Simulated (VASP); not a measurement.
Wanted: the native input for a VASP 6.6.1 run.

```yaml
Task: single point
Functional: PBE
Potentials_or_basis: VASP PAW PBE potentials, release 64 (Sc_sv, B, P)
Cutoff: 520 eV
k_mesh: 6 × 6 × 2
Occupations: gaussian, width 0.1 eV
Spin: collinear spin
Starting_moments: "[1.0, 1.0, 0.0, 0.0, 0.0, 0.0] μB"
Dipole_correction: no
Further_INCAR_settings: ALGO = Normal; EDIFF = 1e-07; NBANDS = 33
```

The structure of Sc2BP3 lies in POSCAR:

```
Sc2BP3
1.0
    3.3046790720      0.0000000000      0.0000000000
    0.0000000000      3.3046790720      0.0000000000
    0.0000000000      0.0000000000      8.2565049642
Sc B P
2 1 3
Direct
    0.5000000000      0.5000000000      0.3051308495
    0.5000000000      0.5000000000      0.6948691505
    0.5000000000      0.5000000000      0.0000000000
    0.0000000000      0.0000000000      0.8692425961
    0.0000000000      0.0000000000      0.1307574039
    0.0000000000      0.0000000000      0.5000000000
```

The cell was generated, and may not be a known phase.

One way to write it, as run:

INCAR

```
PREC = Accurate
ENCUT = 520
EDIFF = 1E-7
ISMEAR = 0
SIGMA = 0.1
LREAL = F
LASPH = T
NELM = 150
ALGO = Normal
ISIF = 2
LWAVE = F
LCHARG = F
ISPIN = 2
MAGMOM = 1 1 0 0 0 0
LORBIT = 11
LMAXMIX = 4
GGA = PE
NBANDS = 33
```

KPOINTS

```
regular mesh
0
Gamma
  6 6 2
```

Potentials or basis: VASP PAW PBE potentials, release 64 (Sc_sv, B, P).

The run is started by

```sh
$ cat potpaw_PBE.64/Sc_sv/POTCAR potpaw_PBE.64/B/POTCAR potpaw_PBE.64/P/POTCAR > POTCAR
$ mpirun -np 1 vasp_std > vasp.out
```

Results of the run:

| Item | Value |
| --- | --- |
| Pressure | 0.3 GPa |
| Largest force | 0.105 eV/Å |
| Band gap on the k mesh | zero (filled and empty bands overlap) |
| Net moment | 0.00 μB per cell |
| Valence electrons inside the program's atomic spheres | Sc 9.51; B 1.51; P 2.45, 2.53 (each value once) |

Caveat: the k points lie up to 0.38 Å⁻¹ apart, too coarse for converged energies and pressures of a metal.

Run time: 3.6 min on 1 thread of AMD EPYC 9755 128-Core Processor (shared host), peak memory 0.27 GiB.
